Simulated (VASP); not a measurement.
Set up this calculation in VASP 6.6.1, as the native input.

```
Task                   : single point
Functional             : r2SCAN
Potentials or basis    : VASP PAW PBE potentials, release 64 (In_d, Ga_d, As)
Cutoff                 : 520 eV
k mesh                 : 8 × 8 × 6
Occupations            : gaussian, width 0.03 eV
Spin                   : no spin polarisation
Dipole correction      : no
Further INCAR settings : ALGO = Normal; EDIFF = 1e-07; NBANDS = 26
```

InGaAs2:

```
In Ga As
1.0
     3.94562    0.00000    0.00000
     0.00000    3.94562    0.00000
     0.00000    0.00000    6.07036
In Ga As
1 1 2
Direct
  0.00000 0.00000 0.50000
  0.50000 0.50000 0.00000
  0.50000 0.00000 0.76989
  0.00000 0.50000 0.23011
```

This cell differs from its parent crystal: strain -0.050 along x and y, +0.025 along z.

The input as run:

POSCAR

```
InGaAs2
1.0
    3.9456180596      0.0000000000      0.0000000000
    0.0000000000      3.9456180596      0.0000000000
    0.0000000000      0.0000000000      6.0703601957
In Ga As
1 1 2
Direct
    0.0000000000      0.0000000000      0.5000000000
    0.5000000000      0.5000000000      0.0000000000
    0.5000000000      0.0000000000      0.7698871174
    0.0000000000      0.5000000000      0.2301128826
```

INCAR.step1

```
PREC = Accurate ; ENCUT = 520
ISMEAR = 0 ; SIGMA = 0.03
LREAL = False ; LASPH = True
NELM = 80 ; NBANDS = 26
GGA = PE ; ALGO = Normal
EDIFF = 1E-4 ; LWAVE = True
LCHARG = False
```

INCAR.step2

```
PREC = Accurate ; ENCUT = 520
EDIFF = 1E-7 ; ISMEAR = 0
SIGMA = 0.03 ; LREAL = False
LASPH = True ; NELM = 80
ALGO = Normal ; ISIF = 2
LWAVE = False ; LCHARG = True
METAGGA = R2SCAN ; LMIXTAU = True
LELF = True ; LVHAR = True
NBANDS = 26 ; ISTART = 1
```

KPOINTS

```
Automatic mesh
0
Gamma
  8 8 6
```

Potentials or basis: VASP PAW PBE potentials, release 64 (In_d, Ga_d, As).

Launch:

```console
$ cat potpaw_PBE.64/In_d/POTCAR potpaw_PBE.64/Ga_d/POTCAR potpaw_PBE.64/As/POTCAR > POTCAR
$ cp INCAR.step1 INCAR
$ mpirun -np 1 vasp_std > vasp.out
$ cp INCAR.step2 INCAR
$ mpirun -np 1 vasp_std > vasp.out
```

Results of the run:

| Property | Result |
| --- | --- |
| Pressure | 5.8 GPa |
| Largest force | 0.053 eV/Å |
| Band gap on the k mesh | 0.60 eV, direct |

Caveat: the cell differs from its parent crystal (strain -0.050 along x and y, +0.025 along z); the PAW data sets were made with another functional, which shifts forces and pressure a little; spin-orbit coupling is left out, which moves the levels of the heavy elements.

Wall time 9.1 min on 1 thread of AMD EPYC 9R45 (Zen 5), with other jobs on the host, peak memory 0.28 GiB.
